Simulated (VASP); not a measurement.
Runs of VASP 6.6.1 on ZrB. The structure is that of space group Fm-3m (No. 225), or close to it. The cells are those of the table. 

```tsv
task	level	potentials or basis	spin	U	cell	k mesh	cutoff (eV)	smearing	grid for exact exchange (PRECFOCK)	share of exact exchange	screening parameter	gap on the mesh (eV)	pressure (GPa)	relaxed volume (Å³/atom)
single point	PBE0	VASP PAW PBE potentials, release 64 (Zr_sv, B)	off	-	a = 3.266 Å, angles 60.0°, 2 atoms	6 × 6 × 6	520	fermi-dirac 0.05 eV	Normal	0.25	-	none	39.8	-
single point	r2SCAN	VASP PAW PBE potentials, release 64 (Zr_sv, B)	off	-	a = 3.288 Å, angles 60.0°, 2 atoms	10 × 10 × 10	520	fermi-dirac 0.05 eV	-	-	-	none	36.6	-
single point	PBEsol+U	VASP PAW PBE potentials, release 64 (Zr_sv, B)	off	Zr d U = 5.0 eV	a = 3.288 Å, angles 60.0°, 2 atoms	10 × 10 × 10	520	fermi-dirac 0.05 eV	-	-	-	none	(b)	-
relaxation of cell and atoms	LDA+U	VASP PAW LDA potentials, release 64 (Zr_sv, B)	off	Zr d U = 5.0 eV	relaxed from a = 3.288 Å, angles 60.0°, 2 atoms	10 × 10 × 10	600	fermi-dirac 0.05 eV	-	-	-	none	0.0	(c)
single point	PBEsol+U	VASP PAW PBE potentials, release 64 (Zr_sv, B)	off	Zr d U = 2.0 eV	a = 3.288 Å, angles 60.0°, 2 atoms	10 × 10 × 10	520	fermi-dirac 0.05 eV	-	-	-	none	36.0	-
single point	r2SCAN0	VASP PAW PBE potentials, release 64 (Zr_sv, B)	off	-	a = 3.288 Å, angles 60.0°, 2 atoms	5 × 5 × 5	460	methfessel-paxton 0.05 eV	Normal	0.25	-	none	36.1	-
single point	PBEsol+U	VASP PAW PBE potentials, release 64 (Zr_sv, B)	off	Zr d U = 4.0 eV	a = 3.288 Å, angles 60.0°, 2 atoms	10 × 10 × 10	520	fermi-dirac 0.05 eV	-	-	-	none	42.7	-
single point	PBE-based screened hybrid with 25 % exact exchange	VASP PAW PBE potentials, release 64 (Zr_sv, B)	off	-	a = 3.288 Å, angles 60.0°, 2 atoms	5 × 5 × 5	520	fermi-dirac 0.05 eV	Normal	0.25	0.3 1/Å	none	35.1	-
single point	PBE0	VASP PAW PBE potentials, release 64 (Zr_sv, B)	off	-	a = 3.288 Å, angles 60.0°, 2 atoms	5 × 5 × 5	520	fermi-dirac 0.05 eV	Normal	0.25	-	none	34.7	-
single point	PBEsol	VASP PAW PBE potentials, release 64 (Zr_sv, B)	non-collinear, zero start, SOC	-	a = 3.288 Å, angles 60.0°, 2 atoms	7 × 7 × 7	520	fermi-dirac 0.05 eV	-	-	-	-	29.4	-
single point	PBEsol+U	VASP PAW PBE potentials, release 64 (Zr_sv, B)	off	Zr d U = 6.0 eV	a = 3.288 Å, angles 60.0°, 2 atoms	10 × 10 × 10	520	fermi-dirac 0.05 eV	-	-	-	none	(a)	-
relaxation of cell and atoms	LDA+U	VASP PAW LDA potentials, release 64 (Zr_sv, B)	off	Zr d U = 8.0 eV	relaxed from a = 3.288 Å, angles 60.0°, 2 atoms	10 × 10 × 10	600	fermi-dirac 0.05 eV	-	-	-	none	0.1	15.64
```

**Question.** Estimate the missing entries.

**Answer.** (a) 49.7; (b) 46.2; (c) 15.07.

Caveats: some runs use coarse meshes; the PAW data sets were made with another functional, which shifts forces and pressure a little (at least some runs); the cell stands under pressure (at least some runs); U without spin polarisation on a metal has little footing (at least some runs); the U is typed as a test and isn't derived for this compound (at least some runs); the electronic state changed during the relaxation (at least some runs); the volume moved by over 15 % at a fixed basis, so the end points are rough (at least some runs).

A k mesh can miss the band edges, and rows without SOC leave out spin-orbit coupling on Zr.

A gap of «none» marks levels without a gap at the run's occupations.
